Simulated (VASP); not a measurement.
Write the native input for VASP 6.6.1 that does the following.

```
Task                   : single point
Functional             : PBE
Potentials or basis    : VASP PAW PBE potentials, release 64 (Nb_sv)
Cutoff                 : 520 eV
k mesh                 : 16 × 16 × 8
Occupations            : gaussian, width 0.05 eV
Spin                   : non-collinear spin, zero start, spin-orbit coupling
Starting moments       : [[0.0, 0.0, 0.0], [0.0, 0.0, 0.0]] μB
Dipole correction      : no
Further INCAR settings : ALGO = Normal; EDIFF = 1e-06; NBANDS = 38
```

The structure of Nb lies in POSCAR:

```
Nb
1.0
    2.8668160135      0.0000000000      0.0000000000
   -1.4334080067      2.4827354957      0.0000000000
    0.0000000000      0.0000000000      5.2432507907
Nb
2
Direct
    0.3333333333      0.6666666667      0.7500000000
    0.6666666667      0.3333333333      0.2500000000
```

One way to write it, as run:

INCAR

```
  ALGO = Normal
  EDIFF = 1E-6
  ENCUT = 520
  GGA = PE
  GGA_COMPAT = False
  ISIF = 2
  ISMEAR = 0
  LASPH = True
  LCHARG = False
  LMAXMIX = 4
  LORBIT = 11
  LORBMOM = True
  LREAL = False
  LSORBIT = True
  LWAVE = False
  MAGMOM = 0 0 0 0 0 0
  NBANDS = 38
  NELM = 150
  PREC = Accurate
  SIGMA = 0.05
```

KPOINTS

```
k-points
0
Gamma
  16 16 8
```

Potentials or basis: VASP PAW PBE potentials, release 64 (Nb_sv).

Launch:

```bash
$ cat potpaw_PBE.64/Nb_sv/POTCAR > POTCAR
$ mpirun -np 1 vasp_ncl > vasp.out
```

It gave:

The pressure is -0.4 GPa. The net moment is 0.00 μB per cell and the valence electrons inside the program's atomic spheres are Nb 10.69.

Wall time 9.1 min on 1 thread of Intel(R) Xeon(R) Platinum 8375C CPU @ 2.90GHz (Ice Lake), with other jobs on the host, peak memory 0.44 GiB.
